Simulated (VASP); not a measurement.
A run of VASP 6.6.1:

File INCAR:

```
PREC     = Accurate       # precision mode
ENCUT    = 520            # plane-wave cutoff, eV
EDIFF    = 1E-6           # SCF threshold, eV
ISMEAR   = 0              # smearing method
SIGMA    = 0.01           # smearing width, eV
LREAL    = Auto         
LASPH    = T              # aspherical terms in the spheres
NELM     = 100            # most SCF steps
ALGO     = Normal         # electronic algorithm
ISIF     = 2              # what is computed and relaxed
LWAVE    = F              # write WAVECAR
LCHARG   = F              # write CHGCAR
GGA      = PE             # functional
NBANDS   = 43             # bands
NELECT   = 58.0
```

File KPOINTS:

```
Automatic mesh
0
Gamma
  4 4 4
```

POSCAR

```
Si8C7
1.0
    0.0000000000      0.0000000000     -5.0742922873
    3.0919365181     -5.3553911431      0.0000000000
   -6.1838730361      0.0000000000      0.0000000000
Si C
8 7
Direct
    0.5499925090      0.1666666667      0.3333333333
    0.4989727819      0.6693887191      0.3387774382
    0.4989727819      0.1612225618      0.8306112809
    0.4989727819      0.6693887191      0.8306112809
   -0.0077537922      0.3426363456      0.1573636544
   -0.0077537922      0.8147273088      0.1573636544
   -0.0077537922      0.3426363456      0.6852726912
   -0.0065969759      0.8333333333      0.6666666667
    0.1250307889      0.6685730973      0.3371461947
    0.1250307889      0.1628538053      0.8314269027
    0.1250307889      0.6685730973      0.8314269027
    0.6203330334      0.3349198530      0.1650801470
    0.6203330334      0.8301602939      0.1650801470
    0.6203330334      0.3349198530      0.6698397061
    0.6222743241      0.8333333333      0.6666666667
```

Potentials or basis: VASP PAW PBE potentials, release 64 (Si, C).

Launch:

```console
$ cat potpaw_PBE.64/Si/POTCAR potpaw_PBE.64/C/POTCAR > POTCAR
$ mpirun -np 1 vasp_std > vasp.out
```

Hardware: 1 thread of Intel(R) Xeon(R) Platinum 8259CL CPU @ 2.50GHz (Skylake/Cascade Lake) (shared host).

How long does it take, and how much memory?

Wall time 2.1 min on 1 thread of Intel(R) Xeon(R) Platinum 8259CL CPU @ 2.50GHz (Skylake/Cascade Lake) (shared host), peak memory 0.29 GiB. Counts: scf iterations 14, k points 13.
